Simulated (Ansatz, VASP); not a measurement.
Ge4P3Ru in VASP and in Ansatz

```xyz
8
Lattice="5.1518 0.0000 0.0000 0.0000 5.1518 0.0000 0.0000 0.0000 5.1518" Properties=species:S:1:pos:R:3 pbc="T T T"
Ge    2.5759    0.0000    0.0000
Ge    2.5759    2.5759    2.5759
Ge    0.0000    0.0000    2.5759
Ge    0.0000    2.5759    0.0000
P     0.0000    2.5759    2.5759
P     2.5759    2.5759    0.0000
P     2.5759    0.0000    2.5759
Ru    0.0000    0.0000    0.0000
```

Change from the starting cell: species swapped into the Zr4BN3 type (Pm-3m, No. 221).

Alike in both runs: functional PBE; k mesh 8 × 8 × 8; occupations gaussian, width 0.1 eV; no spin polarisation.

Ansatz relaxed the structure, and its values are those at the end. VASP's run is a single point on that final structure, the one shown.

|  | VASP | Ansatz |
| --- | --- | --- |
| version | VASP 6.6.1 | Ansatz 0.2.0 |
| potentials or method | VASP PAW PBE potentials, release 64 (Ge_d, P, Ru_pv), cutoff 520 eV | scalar-relativistic, plane waves, PAW |
| valence electrons in the cell | 85 | 87 |

VASP gave:

* gap on the k mesh at the Fermi level (eV): none
* pressure (GPa): 0.1

Q: What did Ansatz give for the same quantities?

A: gap on the k mesh at the Fermi level (eV): none; pressure (GPa): 0.0.

A gap of «none» marks a metal or a gap that the smearing closes. With one functional, cell and mesh, what is left measures potentials, basis and numerics. VASP's potentials hold 85 valence electrons a cell and Ansatz's 87, so a difference there can come from the potentials and not from the codes.
